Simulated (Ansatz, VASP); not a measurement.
## WSe2: VASP beside Ansatz

File INCAR:

```
PREC     = Accurate       # precision mode
ENCUT    = 520            # plane-wave cutoff, eV
EDIFF    = 1E-6           # SCF threshold, eV
ISMEAR   = 0              # smearing method
SIGMA    = 0.05           # smearing width, eV
LREAL    = F              # projectors in reciprocal space
LASPH    = T              # aspherical terms in the spheres
NELM     = 60             # most SCF steps
ALGO     = Normal         # electronic algorithm
ISIF     = 2              # what is computed and relaxed
LWAVE    = F              # write WAVECAR
LCHARG   = F              # write CHGCAR
GGA      = PS             # functional
NBANDS   = 20             # bands
```

Contents of KPOINTS:

```
Automatic mesh
0
Gamma
  9 9 2
```

Contents of POSCAR:

```
WSe2
1.0
    3.2702124402      0.0000000000      0.0000000000
   -1.6351062201      2.8320870490      0.0000000000
    0.0000000000      0.0000000000     16.6611439352
W Se
1 2
Direct
    0.0000000000      0.0000000000     -0.0010312947
    0.3333333333      0.6666666667      0.1015995001
    0.3333333333      0.6666666667      0.9008012955
```

Input for Ansatz:

```yaml
crystal:
  lattice:
    - [3.2702124402, 0.0, 0.0]
    - [-1.6351062201, 2.832087049, 0.0]
    - [0.0, 0.0, 16.6611439352]
  atoms:
    - { symbol: W, position: [0.0, 0.0, -0.0010312947] }
    - { symbol: Se, position: [0.3333333333, 0.6666666667, 0.1015995001] }
    - { symbol: Se, position: [0.3333333333, 0.6666666667, 0.9008012955] }
basis:
  ecutwfc: 420
kpoints:
  mp_grid: { grid: [9, 9, 2] }
hamiltonian:
  xc: pbesol
  pseudopotentials: { kind: paw, azcp: { folder: soft_1 } }
scf:
  occupations: { method: gaussian, width: 0.05 }
output:
  forces: true
  stress: true
  eigenvalues: true
  write_density: true
  write_potential: true
  elf: true
  volumetric_format: npy
```

Change from the starting cell: mode 9 frozen in at -0.020 Å, equal normal strain along x and y +0.0000.

Alike in both runs: task single point; functional PBEsol; k mesh 9 × 9 × 2; occupations gaussian, width 0.05 eV; no spin polarisation.

```csv
,VASP,Ansatz
version,VASP 6.6.1,Ansatz 0.2.0
potentials or method,"VASP PAW PBE potentials, release 64 (W_sv, Se), cutoff 520 eV","scalar-relativistic, plane waves, PAW"
valence electrons in the cell,26,46
```

```tsv
	VASP	Ansatz	Ansatz less VASP
gap on the k mesh at the Fermi level (eV)	1.69	1.69	+0.004
least direct gap on the mesh (eV)	1.69	1.69	+0.004
rms of the force components (eV/Å)	0.456	0.451	-0.0051
```

VASP's potentials were made for PBE, not for PBEsol, and Ansatz warns of the same on its side. Atom by atom the forces differ by 0.030 eV/Å (rms over components). VASP's potentials hold 26 valence electrons a cell and Ansatz's 46, so a difference there can come from the potentials and not from the codes. Ansatz's warnings: xc potential rough in thin density.

Spin-orbit coupling is off throughout.
